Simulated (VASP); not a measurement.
Set up this calculation in VASP 6.6.1, as the native input.

| Property | Result |
| --- | --- |
| Task | single point |
| Functional | HSE06 |
| Potentials or basis | VASP PAW PBE potentials, release 64 (As) |
| Cutoff | 520 eV |
| k mesh | 6 × 6 × 1 |
| Occupations | fermi-dirac, width 0.02 eV |
| Spin | no spin polarisation |
| Dipole correction | yes |
| Grid for exact exchange (PRECFOCK) | Normal |
| Further INCAR settings | ALGO = Normal; EDIFF = 1e-06; NBANDS = 12 |
| Screening parameter | 0.2079 1/Å |

As, a slab with vacuum:

```
As
1.0
     3.57339    0.00000    0.00000
    -1.78670    3.09465    0.00000
     0.00000    0.00000   26.41564
As
2
Direct
  0.33333 0.66667 0.32073
  0.66667 0.33333 0.37234
```

These files were run (other wordings do the same):

POSCAR

```
As
1.0
    3.5733935281      0.0000000000      0.0000000000
   -1.7866967640      3.0946495730      0.0000000000
    0.0000000000      0.0000000000     26.4156438000
As
2
Direct
    0.3333333333      0.6666666667      0.3207323056
    0.6666666667      0.3333333333      0.3723351070
```

INCAR.step1

```
ALGO     = Normal         # electronic algorithm
DIPOL    = 0.5 0.5 0.347
EDIFF    = 1E-5           # SCF threshold, eV
ENCUT    = 520            # plane-wave cutoff, eV
GGA      = PE             # functional
IDIPOL   = 3            
ISIF     = 2              # what is computed and relaxed
ISMEAR   = -1             # smearing method
LASPH    = T              # aspherical terms in the spheres
LDIPOL   = T            
LREAL    = F              # projectors in reciprocal space
LWAVE    = T              # write WAVECAR
NBANDS   = 12             # bands
NELM     = 60             # most SCF steps
PREC     = Accurate       # precision mode
SIGMA    = 0.02           # smearing width, eV
```

INCAR.step2

```
ALGO     = Normal         # electronic algorithm
DIPOL    = 0.5 0.5 0.347
EDIFF    = 1E-6           # SCF threshold, eV
ENCUT    = 520            # plane-wave cutoff, eV
GGA      = PE             # functional
HFSCREEN = 0.2079         # screening, 1/A
IDIPOL   = 3            
ISIF     = 2              # what is computed and relaxed
ISMEAR   = -1             # smearing method
ISTART   = 1            
LASPH    = T              # aspherical terms in the spheres
LCHARG   = T              # write CHGCAR
LDIPOL   = T            
LELF     = T              # ELF
LHFCALC  = T              # exact exchange
LREAL    = F              # projectors in reciprocal space
LVACPOTAV= T            
LVHAR    = T            
LWAVE    = F              # write WAVECAR
NBANDS   = 12             # bands
NELM     = 60             # most SCF steps
PREC     = Accurate       # precision mode
PRECFOCK = Normal       
SIGMA    = 0.02           # smearing width, eV
```

KPOINTS

```
k-points
0
Gamma
  6 6 1
```

Potentials or basis: VASP PAW PBE potentials, release 64 (As).

Launch:

```console
$ cat potpaw_PBE.64/As/POTCAR > POTCAR
$ cp INCAR.step1 INCAR
$ mpirun -np 1 vasp_std > vasp.out
$ cp INCAR.step2 INCAR
$ mpirun -np 1 vasp_std > vasp.out
```

Results of the run:

The largest force is 0.005 eV/Å and the band gap on the k mesh is 2.34 eV, indirect (least direct gap 2.87 eV).

Caveat: the PAW data sets were made with another functional, which shifts forces and pressure a little.

It took 6.1 min on 1 thread of AMD EPYC 7R43 64-Core Processor (Zen 3), on a shared host, peak memory 0.47 GiB.
